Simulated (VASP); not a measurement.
# Co (P6_3/mmc) in VASP: further runs

Runs on Co. Level: BLYP. Tasks: single point.

All numbers are computed with VASP 6.6.1; they aren't measurements. Logs are shortened: lines on timing, memory, paths and dates and some standing lists are left out, and cuts for length are marked.

## 1. The cell of the first run

It takes space group P6_3/mmc (No. 194, hexagonal). Conventional cell: a = 2.567 Å, b = 2.567 Å, c = 8.301 Å, α = 90.00°, β = 90.00°, γ = 120.00°. Within 3.4 Å of Co (site symmetry -3m) lie 12 Co at 2.55 to 2.57 Å. Co (site symmetry -6m2) has 12 Co at 2.55 to 2.57 Å within 3.4 Å.

## 2. Single point, BLYP, collinear spin, ferromagnetic start (11.84 Å³/atom)

The input, INCAR:

```
SYSTEM = Co
PREC = Accurate ; ENCUT = 520
EDIFF = 1E-6 ; ISMEAR = -1
SIGMA = 0.05 ; LREAL = .False.
LASPH = .True. ; NELM = 150
ALGO = Normal ; ISIF = 2
LWAVE = .False. ; LCHARG = .False.
ISPIN = 2 ; MAGMOM = 1.703 1.703 1.72 1.72
LORBIT = 11 ; LMAXMIX = 4
GGA = B5 ; ALDAX = 1.0
AGGAX = 1.0 ; AGGAC = 1.0
ALDAC = 0.0 ; NBANDS = 30
```

The input, KPOINTS:

```
Automatic mesh
0
Gamma
  16 16 5
  0 0 0
```

The input, POSCAR:

```
Co
1.0
    2.5669458181      0.0000000000      0.0000000000
   -1.2834729091      2.2230402886      0.0000000000
    0.0000000000      0.0000000000      8.3014327581
Co
4
Direct
    0.0000000000      0.0000000000      0.0000000000
    1.0000000000      1.0000000000      0.5000000000
    0.3333333333      0.6666666667      0.2500000000
    0.6666666667      0.3333333333      0.7500000000
```

Potentials or basis: VASP PAW PBE potentials, release 64 (Co).

The run is started by

```
$ cat potpaw_PBE.64/Co/POTCAR > POTCAR
$ mpirun -np 1 vasp_std > vasp.out
```

OUTCAR:

```text
SYSTEM = Co
   PREC = Accurate
   ENCUT = 520
   EDIFF = 1E-6
   ISMEAR = -1
   LREAL = .False.
   LASPH = .True.
   NELM = 150
   ISIF = 2
   ISPIN = 2
   LORBIT = 11
   GGA = B5

 ion  position               nearest neighbor table
   1  0.000  0.000  0.000-   3 2.55   4 2.55   4 2.55   3 2.55   4 2.55   3 2.55
   2  0.000  0.000  0.500-   3 2.55   4 2.55   4 2.55   3 2.55   4 2.55   3 2.55
   3  0.333  0.667  0.250-   1 2.55   2 2.55   1 2.55   2 2.55   1 2.55   2 2.55
   4  0.667  0.333  0.750-   1 2.55   2 2.55   1 2.55   2 2.55   1 2.55   2 2.55

  LATTYP: Found a hexagonal cell.
 ALAT       =     2.5669458181
 C/A-ratio  =     3.2339727234

  Lattice vectors:

 A1 = (   2.5669458181,   0.0000000000,   0.0000000000)
 A2 = (  -1.2834729091,   2.2230402886,   0.0000000000)
 A3 = (   0.0000000000,   0.0000000000,   8.3014327581)

Analysis of symmetry for initial positions (statically):
=====================================================================
 Subroutine PRICEL returns:
 Original cell was already a primitive cell.

 Routine SETGRP: Setting up the symmetry group for a
 hexagonal supercell.

 Subroutine GETGRP returns: Found 24 space group operations
 (whereof 12 operations were pure point group operations)
 out of a pool of 24 trial point group operations.

The static configuration has the point symmetry D_3d.
 The point group associated with its full space group is D_6h.

Analysis of symmetry for dynamics (positions and initial velocities):
=====================================================================
 Subroutine PRICEL returns:
 Original cell was already a primitive cell.

 Routine SETGRP: Setting up the symmetry group for a
 hexagonal supercell.

 Subroutine GETGRP returns: Found 24 space group operations
 (whereof 12 operations were pure point group operations)
 out of a pool of 24 trial point group operations.

The dynamic configuration has the point symmetry D_3d.
 The point group associated with its full space group is D_6h.

Analysis of structural, dynamic, and magnetic symmetry:
=====================================================================
 Subroutine PRICEL returns:
 Original cell was already a primitive cell.

 Routine SETGRP: Setting up the symmetry group for a
 hexagonal supercell.

 Subroutine GETGRP returns: Found 24 space group operations
 (whereof 12 operations were pure point group operations)
 out of a pool of 24 trial point group operations.

The overall configuration has the point symmetry D_3d.
 The point group associated with its full space group is D_6h.

 Subroutine INISYM returns: Found 24 space group operations
 (whereof 12 operations are pure point group operations),
 and found     1 'primitive' translations

----------------------------------------------------------------------------------------

                                     Primitive cell

  volume of cell :      47.3715

  direct lattice vectors                    reciprocal lattice vectors
     2.566945818  0.000000000  0.000000000     0.389568020  0.224917201  0.000000000
    -1.283472909  2.223040289  0.000000000     0.000000000  0.449834403  0.000000000
     0.000000000  0.000000000  8.301432758     0.000000000  0.000000000  0.120461134

  length of vectors
     2.566945818  2.566945818  8.301432758     0.449834403  0.449834403  0.120461134

  position of ions in fractional coordinates (direct lattice)
     0.000000000  0.000000000  0.000000000
     0.000000000  0.000000000  0.500000000
     0.333333333  0.666666667  0.250000000
     0.666666667  0.333333333  0.750000000

  ion indices of the primitive-cell ions
   primitive index   ion index
                 1           1
                 2           2
                 3           3
                 4           4

----------------------------------------------------------------------------------------

 KPOINTS: Automatic mesh

Automatic generation of k-mesh.
 Grid dimensions read from file:
 generate k-points for:   16   16    5

 Generating k-lattice:

  Cartesian coordinates                     Fractional coordinates (reciprocal lattice)
     0.024348001  0.014057325  0.000000000     0.062500000  0.000000000  0.000000000
     0.000000000  0.028114650  0.000000000     0.000000000  0.062500000  0.000000000
     0.000000000  0.000000000  0.024092227     0.000000000  0.000000000  0.200000000

  Length of vectors
     0.028114650  0.028114650  0.024092227

  Shift w.r.t. Gamma in fractional coordinates (k-lattice)
     0.000000000  0.000000000  0.000000000

 Subroutine IBZKPT returns following result:
 ===========================================

 Found     90 irreducible k-points:

 Following reciprocal coordinates:
            Coordinates               Weight
  0.000000  0.000000  0.000000      1.000000
  0.062500 -0.000000  0.000000      6.000000
  0.125000 -0.000000  0.000000      6.000000
  0.187500 -0.000000  0.000000      6.000000
  0.250000 -0.000000  0.000000      6.000000
  0.312500 -0.000000  0.000000      6.000000
[... 16 lines left out ...]
  0.187500  0.187500  0.000000      6.000000
  0.250000  0.187500  0.000000     12.000000
 [... further k-points ...]
   k-points           NKPTS =     90   k-points in BZ     NKDIM =     90   number of bands    NBANDS=     30
   number of dos      NEDOS =    301   number of ions     NIONS =      4
   total plane-waves  NPLWV =  25600
   dimension x,y,z NGX =    20 NGY =   20 NGZ =   64
   dimension x,y,z NGXF=    40 NGYF=   40 NGZF=  128
   ions per type =               4
   NGX,Y,Z   is equivalent  to a cutoff of  12.95, 12.95, 12.82 a.u.
   NGXF,Y,Z  is equivalent  to a cutoff of  25.91, 25.91, 25.63 a.u.
 SYSTEM =  Co
   PREC   = accura    normal or accurate (medium, high low for compatibility)
   ISTART =      0    job   : 0-new  1-cont  2-samecut
   ICHARG =      2    charge: 1-file 2-atom 10-const
   ISPIN  =      2    spin polarized calculation?
   LNONCOLLINEAR =      F non collinear calculations
   LSORBIT =      F    spin-orbit coupling
   LASPH  =      T    aspherical Exc in radial PAW
   ENCUT  =  520.0 eV  38.22 Ry    6.18 a.u.   4.77  4.77 15.44*2*pi/ulx,y,z
   NELM   =    150;   NELMIN=  2; NELMDL= -5     # of ELM steps
   EDIFF  = 0.1E-05   stopping-criterion for ELM
   LREAL  =      F    real-space projection
   EDIFFG = 0.1E-04   stopping-criterion for IOM
   NSW    =      0    number of steps for IOM
   IBRION =     -1    ionic relax: 0-MD 1-quasi-New 2-CG
   NFREE  =      0    steps in history (QN), initial steepest desc. (CG)
   ISIF   =      2    stress and relaxation
   ISYM   =      2    0-nonsym 1-usesym 2-fastsym
   POTIM  = 0.5000    time-step for ionic-motion
   TEBEG  =    0.0;   TEEND  =   0.0 temperature during run
   PSTRESS=    0.0 pullay stress
   NELECT =      36.0000    total number of electrons
   NUPDOWN=      -1.0000    fix difference up-down
   EMIN   =  10.00;   EMAX   =-10.00  energy-range for DOS
   EFERMI =   0.00;   METHOD = LEGACY
   ISMEAR =    -1;   SIGMA  =   0.05  broadening in eV -4-tet -1-fermi 0-gaus
   EFERMI_NEDOS =   21; number of points for ismear=-14 and -15
   IALGO  =     38    algorithm
   IMIX   =      4    mixing-type and parameters
     AMIX     =   0.40;   BMIX     =  1.00
     AMIX_MAG =   1.60;   BMIX_MAG =  1.00
  volume/ion in A,a.u.               =      11.84        79.92
  Fermi-wavevector in a.u.,A,eV,Ry     =   1.493952  2.823160 30.366741  2.231892
  Thomas-Fermi vector in A             =   2.606287
   LORBIT       =     11    0 simple, 1 ext, 2 COOP (PROOUT), +10 PAW based schemes
   GGA     = B5    functional components
   LHFCALC =     F    Hartree Fock is set to
   AEXX    =    0.0000 exact exchange contribution
   IVDW    =     0    specifies the selected vdW correction
   LEPSILON=     F    determine dielectric tensor
   LRPA    =     F    only Hartree local field effects (RPA)
 spin polarized calculation
  energy-cutoff  :      520.00
  volume of cell :       47.37
 maximum number of plane-waves:      1304
 NGX is ok and might be reduce to    20
   NGX =  9   NGY =  9   NGZ = 31

 number of electron      36.0000005 magnetization       6.6213307

 Free energy of the ion-electron system (eV)
  ---------------------------------------------------
  ext. energy  EPLUGINS =         0.00000000
  ---------------------------------------------------
  free energy    TOTEN  =       -24.20138966 eV

  energy without entropy =      -24.16490041  energy(sigma->0) =      -24.18314503

 E-fermi :   9.5895     XC(G=0): -12.3091

 val. band max:        9.5884100647   @ k =   0.4375   0.0625   0.2000
 cond. band min:       9.5924147633   @ k =   0.4375   0.0000   0.2000
 fundamental gap:      0.0040046986
 Fermi energy:         9.5895194803

 spin component 1

 k-point     1 :       0.0000    0.0000    0.0000
  band No.  band energies     occupation
      1       1.2652      1.00000
      2       3.3693      1.00000
      3       3.3893      1.00000
      4       4.8470      1.00000
      5       6.8082      1.00000
      6       6.8398      1.00000
[... 22 lines left out ...]
     29      31.5140      0.00000
     30      32.2834      0.00000

 k-point     2 :       0.0625   -0.0000    0.0000
  band No.  band energies     occupation
      1       1.3939      1.00000
      2       3.4805      1.00000
      3       3.5005      1.00000
      4       4.9252      1.00000
      5       6.7125      1.00000
      6       6.7824      1.00000
[... 22 lines left out ...]
     29      30.7882      0.00000
     30      30.8392      0.00000

 k-point     3 :       0.1250   -0.0000    0.0000
  band No.  band energies     occupation
      1       1.7730      1.00000
      2       3.7973      1.00000
      3       3.8171      1.00000
      4       5.1403      1.00000
      5       6.5272      1.00000
      6       6.6480      1.00000
[... 682 lines left out ...]
     29      22.6607      0.00000
     30      22.9397      0.00000

 k-point    24 :       0.2500    0.1875    0.0000
  band No.  band energies     occupation
      1       4.9852      1.00000
      2       5.3266      1.00000
      3       5.4019      1.00000
      4       5.8213      1.00000
      5       5.8588      1.00000
      6       6.1244      1.00000
[... 22 lines left out ...]
     29      20.5512      0.00000
     30      22.0915      0.00000

 [... further k-points ...]

 spin component 2

 k-point     1 :       0.0000    0.0000    0.0000
  band No.  band energies     occupation
      1       1.3002      1.00000
      2       3.4808      1.00000
      3       3.4865      1.00000
      4       5.7858      1.00000
      5       8.1479      1.00000
      6       8.2156      1.00000
[... 22 lines left out ...]
     29      31.2565      0.00000
     30      32.0815      0.00000

 k-point     2 :       0.0625   -0.0000    0.0000
  band No.  band energies     occupation
      1       1.4293      1.00000
      2       3.5952      1.00000
      3       3.6008      1.00000
      4       5.8754      1.00000
      5       8.0724      1.00000
      6       8.1820      1.00000
[... 22 lines left out ...]
     29      30.7354      0.00000
     30      30.7874      0.00000

 k-point     3 :       0.1250   -0.0000    0.0000
  band No.  band energies     occupation
      1       1.8108      1.00000
      2       3.9266      1.00000
      3       3.9321      1.00000
      4       6.1258      1.00000
      5       7.9023      1.00000
      6       8.0910      1.00000
[... 682 lines left out ...]
     29      23.1250      0.00000
     30      23.3822      0.00000

 k-point    24 :       0.2500    0.1875    0.0000
  band No.  band energies     occupation
      1       5.2957      1.00000
      2       6.2249      1.00000
      3       6.2269      1.00000
      4       7.1058      1.00000
      5       7.1226      1.00000
      6       7.3906      1.00000
[... 22 lines left out ...]
     29      21.0714      0.00000
     30      22.5535      0.00000

 [... further k-points ...]
[... 5 lines left out ...]
  --------------------------------------------------------------------------------------
  -------------------------------------------------------------------------------------
  Total       -2.0391190     -2.0391190     -2.0350096      0.0000000      0.0000000      0.0000000
  in kB      -68.9661632    -68.9661632    -68.8271760      0.0000000      0.0000000      0.0000000
  external PRESSURE =     -68.9198341 kB  Pullay stress =       0.0000000 kB

 VOLUME and BASIS-vectors are now :
 -----------------------------------------------------------------------------
  energy-cutoff  :      520.00
  volume of cell :       47.37
      direct lattice vectors                 reciprocal lattice vectors
     2.566945818  0.000000000  0.000000000     0.389568020  0.224917201  0.000000000
    -1.283472909  2.223040289  0.000000000     0.000000000  0.449834403  0.000000000
     0.000000000  0.000000000  8.301432758     0.000000000  0.000000000  0.120461134

 POSITION                                       TOTAL-FORCE (eV/Angst)
 -----------------------------------------------------------------------------------
      0.00000      0.00000      0.00000         0.000000      0.000000      0.000000
      0.00000      0.00000      4.15072         0.000000      0.000000      0.000000
     -0.00000      1.48203      2.07536        -0.000000      0.000000     -0.000000
      1.28347      0.74101      6.22607         0.000000      0.000000      0.000000
 -----------------------------------------------------------------------------------
    total drift:                                0.000000     -0.000000      0.000000

  FREE ENERGIE OF THE ION-ELECTRON SYSTEM (eV)
  ---------------------------------------------------
  free  energy   TOTEN  =       -24.2013896606 eV

  energy  without entropy=      -24.1649004088  energy(sigma->0) =      -24.18314503

 total charge

# of ion       s       p       d       tot
------------------------------------------
    1        0.453   0.434   7.265   8.151
    2        0.453   0.434   7.265   8.151
    3        0.453   0.436   7.258   8.146
    4        0.453   0.436   7.258   8.146
--------------------------------------------------
tot          1.811   1.739  29.046  32.596

 magnetization (x)

# of ion       s       p       d       tot
------------------------------------------
    1       -0.013  -0.044   1.732   1.675
    2       -0.013  -0.044   1.732   1.675
    3       -0.012  -0.045   1.750   1.693
    4       -0.012  -0.045   1.750   1.693
--------------------------------------------------
tot         -0.050  -0.179   6.964   6.735
```

Wall time 2.8 min (1 thread of AMD EPYC 9R45 (Zen 5), shared host); peak memory 0.27 GiB.

What came out:

```yaml
Free_energy: -24.2014 eV
Pressure: -6.9 GPa
Net_moment: 6.62 μB per cell
Site_moments: Co +1.68, +1.69 (each value once) μB
Valence_electrons_inside_the_program's_atomic_spheres: Co 8.15
```

Caveat: the cell stands under tension; the PAW data sets were made with another functional, which shifts forces and pressure a little.

(Part 1 of 2 ends here.)
